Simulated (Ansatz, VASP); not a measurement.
# SnTe: VASP beside Ansatz

File POSCAR:

```
SnTe
1.0
    0.0000000000      3.1571366652      3.1571366652
    3.1571366652      0.0000000000      3.1571366652
    3.1571366652      3.1571366652      0.0000000000
Sn Te
1 1
Direct
    0.0000000000      0.0000000000      0.0000000000
    0.5000000000      0.5000000000      0.5000000000
```

The input INCAR.step1:

```
SYSTEM = SnTe
PREC = Accurate
ENCUT = 550
ISMEAR = -1
SIGMA = 0.02
LREAL = .FALSE.
LASPH = .TRUE.
NELM = 120
NBANDS = 17
GGA = PE
ALGO = Normal
EDIFF = 1E-5
LWAVE = .TRUE.
LCHARG = .FALSE.
GGA_COMPAT = .FALSE.
```

INCAR.step2

```
SYSTEM = SnTe
PREC = Accurate
ENCUT = 550
EDIFF = 1E-6
ISMEAR = -1
SIGMA = 0.02
LREAL = .FALSE.
LASPH = .TRUE.
NELM = 120
ALGO = Normal
ISIF = 2
LWAVE = .FALSE.
LCHARG = .FALSE.
METAGGA = R2SCAN
LMIXTAU = .TRUE.
NBANDS = 17
ISTART = 1
GGA_COMPAT = .FALSE.
```

KPOINTS

```
Automatic mesh
0
G
  6 6 6
  0 0 0
```

Input for Ansatz:

```yaml
crystal:
  lattice:
    - [0.0, 3.1571366652, 3.1571366652]
    - [3.1571366652, 0.0, 3.1571366652]
    - [3.1571366652, 3.1571366652, 0.0]
  atoms:
    - { symbol: Sn, position: [0.0, 0.0, 0.0] }
    - { symbol: Te, position: [0.5, 0.5, 0.5] }
kpoints:
  mp_grid: { grid: [6, 6, 6] }
hamiltonian:
  xc: r2scan
scf:
  occupations: { method: fermi_dirac, width: 0.02 }
  n_extra_bands: 4
output:
  forces: true
  stress: true
  eigenvalues: true
```

Alike in both runs: task single point; functional r2SCAN; k mesh 6 × 6 × 6; occupations fermi-dirac, width 0.02 eV; no spin polarisation.

|  | VASP | Ansatz |
| --- | --- | --- |
| version | VASP 6.6.1 | Ansatz 0.2.0 |
| potentials or method | VASP PAW PBE potentials, release 64 (Sn_d, Te) | plane waves, PAW |
| plane-wave cutoff (eV) | 550 | 500 |
| valence electrons in the cell | 20 | 30 |

```csv
,VASP,Ansatz,Ansatz less VASP
pressure (GPa),1.4,1.4,-0.01
```

VASP's potentials were made for PBE, not for r2SCAN. VASP's potentials hold 20 valence electrons a cell and Ansatz's 30, so a difference there can come from the potentials and not from the codes.

Spin-orbit coupling is off throughout.
